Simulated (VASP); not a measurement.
A run of VASP 6.6.1:

File INCAR:

```
SYSTEM = C
ALGO = Normal
EDIFF = 1E-6
ENCUT = 520
GGA = PS
ISIF = 2
ISMEAR = 0
LASPH = .True.
LCHARG = .False.
LREAL = .False.
LWAVE = .False.
NBANDS = 31
NELM = 100
PREC = Accurate
SIGMA = 0.05
```

Contents of KPOINTS:

```
k-points
0
Gamma
  12 12 12
  0 0 0
```

File POSCAR:

```
C
1.0
    1.2659500000      0.7308965733      9.4909333333
   -1.2659500000      0.7308965733      9.4909333333
    0.0000000000     -1.4617931466      9.4909333333
C
10
Direct
    0.0248220069      0.0248220069      0.0248220069
    0.9751779931      0.9751779931      0.9751779931
    0.1086877374      0.1086877374      0.1086877374
    0.8913122626      0.8913122626      0.8913122626
    0.1583652898      0.1583652898      0.1583652898
    0.8416347102      0.8416347102      0.8416347102
    0.3748635523      0.3748635523      0.3748635523
    0.6251364477      0.6251364477      0.6251364477
    0.4253181912      0.4253181912      0.4253181912
    0.5746818088      0.5746818088      0.5746818088
```

Potentials or basis: VASP PAW PBE potentials, release 64 (C).

The run is started by

```bash
$ cat potpaw_PBE.64/C/POTCAR > POTCAR
$ mpirun -np 1 vasp_std > vasp.out
```

Hardware: 1 thread of AMD EPYC 9R45 96-Core Processor (Zen 5), on a shared host.

Problem. How long does it take, and how much memory?

Solution. Wall time 31 min on 1 thread of AMD EPYC 9R45 96-Core Processor (Zen 5), on a shared host, peak memory 0.78 GiB. Counts: scf iterations 12, k points 189.
